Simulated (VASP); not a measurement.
CuO: single point with PBEsol

The system is CuO.

```
Cu O
1.0
     4.06464    0.00000    0.00000
     0.00000    4.08021    0.00000
     0.00000    0.00000    5.19411
Cu O
4 4
Cartesian
  1.0162 1.0201 2.5971
  1.0162 3.0602 0.0000
  3.0485 3.0602 2.5971
  3.0485 1.0201 0.0000
  2.0323 0.0000 3.8956
  2.0323 0.0000 1.2985
  0.0000 2.0401 3.8956
  0.0000 2.0401 1.2985
```

This cell differs from its parent crystal: uniaxial strain along c: +2.0 %.

```
Program             : VASP 6.6.1
Task                : single point
Functional          : PBEsol
Potentials or basis : VASP PAW PBE potentials, release 64 (Cu, O)
Cutoff              : 520 eV
k mesh              : 10 × 10 × 8
Occupations         : gaussian, width 0.1 eV
Spin                : no spin polarisation
```

```yaml
Pressure: -2.2 GPa
Band_gap_on_the_k_mesh: zero (bands 34 and 35 overlap by 1.14 eV)
```

Stress tensor (GPa, compression positive):
```
-0.79  0.00  0.00
 0.00 -0.83  0.00
 0.00  0.00 -4.90
```

Levels at points of the mesh, in eV from the Fermi level:
```
           k point  band 31  band 32  band 33  band 34  band 35  band 36  band 37  band 38
(0.00, 0.00, 0.00)    -1.65    -1.17    -1.17     0.66     0.67     1.18     1.42     2.07
(0.50, 0.00, 0.00)    -1.63    -1.63    -0.57    -0.57     0.60     0.60     3.96     3.96
(0.00, 0.50, 0.00)    -1.63    -1.63    -0.57    -0.57     0.60     0.60     3.95     3.95
(0.50, 0.50, 0.00)    -1.51    -1.51     0.21     0.21     0.44     0.44     3.40     3.40
(0.00, 0.00, 0.50)    -1.40    -1.40    -0.49    -0.49     0.08     0.08     3.51     3.51
(0.50, 0.00, 0.50)    -1.82    -1.82    -0.48    -0.48    -0.48    -0.48     4.88     4.88
(0.00, 0.50, 0.50)    -1.83    -1.83    -0.48    -0.48    -0.48    -0.48     4.87     4.87
(0.50, 0.50, 0.50)    -1.85    -1.85    -0.13    -0.13     0.68     0.68     4.16     4.16
```

It took 20 min on 1 thread of Intel Xeon 8259CL, with other jobs on the host, peak memory 0.56 GiB.

Caveat: the cell differs from its parent crystal (uniaxial strain along c: +2.0 %); the PAW data sets were made with another functional, which shifts forces and pressure a little; semilocal functionals often make such compounds metallic where correlation or magnetic order opens a gap, which also shifts bond lengths.
